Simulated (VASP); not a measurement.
# Ga (I4/mmm) in VASP: notebook, part 2 of 2

VASP 6.6.1. Earlier steps stand in the parts before.

## (3) Single point, LDA

File INCAR:

```
  ALGO = Fast
  EDIFF = 1E-7
  ENCUT = 520
  GGA = CA
  ISIF = 2
  ISMEAR = 0
  LASPH = True
  LCHARG = False
  LREAL = False
  LWAVE = False
  NBANDS = 12
  NELM = 60
  PREC = Accurate
  SIGMA = 0.15
```

File KPOINTS:

```
k-points
0
Gamma
  26 26 26
```

File POSCAR:

```
Ga
1.0
   -1.4232352670      1.4232352670      2.1691565197
    1.4232352670     -1.4232352670      2.1691565197
    1.4232352670      1.4232352670     -2.1691565197
Ga
1
Direct
    0.0000000000      0.0000000000      0.0000000000
```

Potentials or basis: VASP PAW LDA potentials, release 64 (Ga_d).

Started as:

```
cat potpaw_LDA.64/Ga_d/POTCAR > POTCAR
mpirun -np 1 vasp_std > vasp.out
```

OUTCAR:

```text
EDIFF = 1E-7
   ENCUT = 520
   GGA = CA
   ISIF = 2
   ISMEAR = 0
   LASPH = True
   LREAL = False
   NELM = 60
   PREC = Accurate

 ion  position               nearest neighbor table
   1  0.000  0.000  0.000-

  LATTYP: Found a body centered tetragonal cell.
 ALAT       =     2.8464705340
 C/A-ratio  =     1.5241025641

  Lattice vectors:

 A1 = (  -1.4232352670,   1.4232352670,   2.1691565197)
 A2 = (   1.4232352670,  -1.4232352670,   2.1691565197)
 A3 = (   1.4232352670,   1.4232352670,  -2.1691565197)

Analysis of symmetry for initial positions (statically):
=====================================================================
 Subroutine PRICEL returns:
 Original cell was already a primitive cell.

 Routine SETGRP: Setting up the symmetry group for a
 body centered tetragonal supercell.

 Subroutine GETGRP returns: Found 16 space group operations
 (whereof 16 operations were pure point group operations)
 out of a pool of 16 trial point group operations.

The static configuration has the point symmetry D_4h.

Analysis of symmetry for dynamics (positions and initial velocities):
=====================================================================
 Subroutine PRICEL returns:
 Original cell was already a primitive cell.

 Routine SETGRP: Setting up the symmetry group for a
 body centered tetragonal supercell.

 Subroutine GETGRP returns: Found 16 space group operations
 (whereof 16 operations were pure point group operations)
 out of a pool of 16 trial point group operations.

The dynamic configuration has the point symmetry D_4h.

 Subroutine INISYM returns: Found 16 space group operations
 (whereof 16 operations are pure point group operations),
 and found     1 'primitive' translations

----------------------------------------------------------------------------------------

                                     Primitive cell

  volume of cell :      17.5754
[... 109 lines left out ...]
  Fermi-wavevector in a.u.,A,eV,Ry     =   1.480544  2.797822 29.824096  2.192009
  Thomas-Fermi vector in A             =   2.594565
   LORBIT       =      0    0 simple, 1 ext, 2 COOP (PROOUT), +10 PAW based schemes
   GGA     = CA    functional components
   LHFCALC =     F    Hartree Fock is set to
   AEXX    =    0.0000 exact exchange contribution
   IVDW    =     0    specifies the selected vdW correction
   LEPSILON=     F    determine dielectric tensor
   LRPA    =     F    only Hartree local field effects (RPA)
 non-spin polarized calculation
 RMM-DIIS sequential band-by-band and
 Gauss-broadening in eV      SIGMA  =   0.15
  energy-cutoff  :      520.00
  volume of cell :       17.58
 maximum number of plane-waves:       493
 NGX is ok and might be reduce to    24
   NGX = 11   NGY = 11   NGZ = 11

 number of electron      12.9999991 magnetization

 Free energy of the ion-electron system (eV)
  ---------------------------------------------------
  ext. energy  EPLUGINS =         0.00000000
  ---------------------------------------------------
  free energy    TOTEN  =        -3.56279386 eV

  energy without entropy =       -3.55892749  energy(sigma->0) =       -3.56086067

 E-fermi :   6.0043     XC(G=0): -11.6946

 val. band max:        6.0036954978   @ k =  -0.3077  -0.3462   0.0385
 cond. band min:       6.0063092769   @ k =   0.3462   0.2308   0.1923
 fundamental gap:      0.0026137791
 Fermi energy:         6.0043197324

 k-point     1 :       0.0000    0.0000    0.0000
  band No.  band energies     occupation
      1      -9.1268      2.00000
      2      -9.0441      2.00000
      3      -9.0441      2.00000
      4      -8.9749      2.00000
      5      -8.8859      2.00000
      6      -5.6203      2.00000
      7      18.8249      0.00000
      8      18.8249      0.00000
      9      18.9168      0.00000
     10      22.4423      0.00000
     11      22.5573      0.00000
     12      22.9657      0.00000
[... 331 lines left out ...]
 k-point    24 :       0.3846    0.0385    0.0000
  band No.  band energies     occupation
      1      -9.1560      2.00000
      2      -9.0952      2.00000
      3      -9.0224      2.00000
      4      -8.8376      2.00000
      5      -8.8211      2.00000
      6      -1.2481      2.00000
      7       4.5339      2.00000
      8      15.4497      0.00000
      9      16.7477      0.00000
     10      19.9359      0.00000
     11      20.8489      0.00000
     12      22.5536      0.00000

 [... further k-points ...]
[... 5 lines left out ...]
  --------------------------------------------------------------------------------------
  -------------------------------------------------------------------------------------
  Total       -0.2020842     -0.2020842     -0.1375716      0.0000000     -0.0000000      0.0000000
  in kB      -18.4220842    -18.4220842    -12.5410865      0.0000000     -0.0000000      0.0000000
  external PRESSURE =     -16.4617516 kB  Pullay stress =       0.0000000 kB

 VOLUME and BASIS-vectors are now :
 -----------------------------------------------------------------------------
  energy-cutoff  :      520.00
  volume of cell :       17.58
      direct lattice vectors                 reciprocal lattice vectors
    -1.423235267  1.423235267  2.169156520     0.000000000  0.351312261  0.230504344
     1.423235267 -1.423235267  2.169156520     0.351312261  0.000000000  0.230504344
     1.423235267  1.423235267 -2.169156520     0.351312261  0.351312261  0.000000000

 POSITION                                       TOTAL-FORCE (eV/Angst)
 -----------------------------------------------------------------------------------
      0.00000      0.00000      0.00000        -0.000000     -0.000000      0.000000
 -----------------------------------------------------------------------------------
    total drift:                               -0.000000      0.000000      0.000000

  FREE ENERGIE OF THE ION-ELECTRON SYSTEM (eV)
  ---------------------------------------------------
  free  energy   TOTEN  =        -3.5627938565 eV

  energy  without entropy=       -3.5589274910  energy(sigma->0) =       -3.56086067
```

stdout:

```text
POSCAR found type information on POSCAR Ga
 POSCAR found :  1 types and       1 ions
 scaLAPACK will be used
 LDA part: xc-table for (Slater(with rela. corr.)+CA(PZ))
 , standard interpolation
 POSCAR, INCAR and KPOINTS ok, starting setup
 FFT: planning ... GRIDC
 FFT: planning ... GRID_SOFT
 FFT: planning ... GRID
 WAVECAR not read
 entering main loop
WARNING in EDDRMM: call to ZHEGV failed, returncode =   8  4      9
WARNING in EDDRMM: call to ZHEGV failed, returncode =   6  3     11
WARNING in EDDRMM: call to ZHEGV failed, returncode =   6  3      8
WARNING in EDDRMM: call to ZHEGV failed, returncode =   6  3     11
WARNING in EDDRMM: call to ZHEGV failed, returncode =   6  3     11
WARNING in EDDRMM: call to ZHEGV failed, returncode =   6  3     10
WARNING in EDDRMM: call to ZHEGV failed, returncode =   8  4     11
WARNING in EDDRMM: call to ZHEGV failed, returncode =   6  3     11
WARNING in EDDRMM: call to ZHEGV failed, returncode =   8  4     10
WARNING in EDDRMM: call to ZHEGV failed, returncode =   8  4     10
WARNING in EDDRMM: call to ZHEGV failed, returncode =   6  3     10
WARNING in EDDRMM: call to ZHEGV failed, returncode =   6  3      9
WARNING in EDDRMM: call to ZHEGV failed, returncode =   6  3     12
```

Wall time 9.8 min (1 thread of Intel Xeon 8259CL, shared host); peak memory 0.36 GiB.

What came out:

* Free energy: -3.5628 eV
* Pressure: -1.6 GPa
* Band gap on the k mesh: zero (an odd number of electrons rules out a gap without spin polarisation)

Levels at points of the mesh, in eV from the Fermi level:
```tsv
k point	band 2	band 3	band 4	band 5	band 6	band 7	band 8	band 9	band 10	band 11
(0.00, 0.00, 0.00)	-15.05	-15.05	-14.98	-14.89	-11.62	12.82	12.82	12.91	16.44	16.55
(0.50, 0.00, 0.00)	-15.11	-15.03	-14.82	-14.80	-5.07	-4.29	9.27	11.23	13.70	15.40
(0.50, 0.50, 0.00)	-15.22	-14.82	-14.81	-14.74	-2.46	-1.74	4.41	4.99	8.43	8.49
(0.50, 0.50, 0.50)	-15.22	-14.81	-14.79	-14.79	-3.39	-3.36	5.97	5.97	9.46	10.05
```
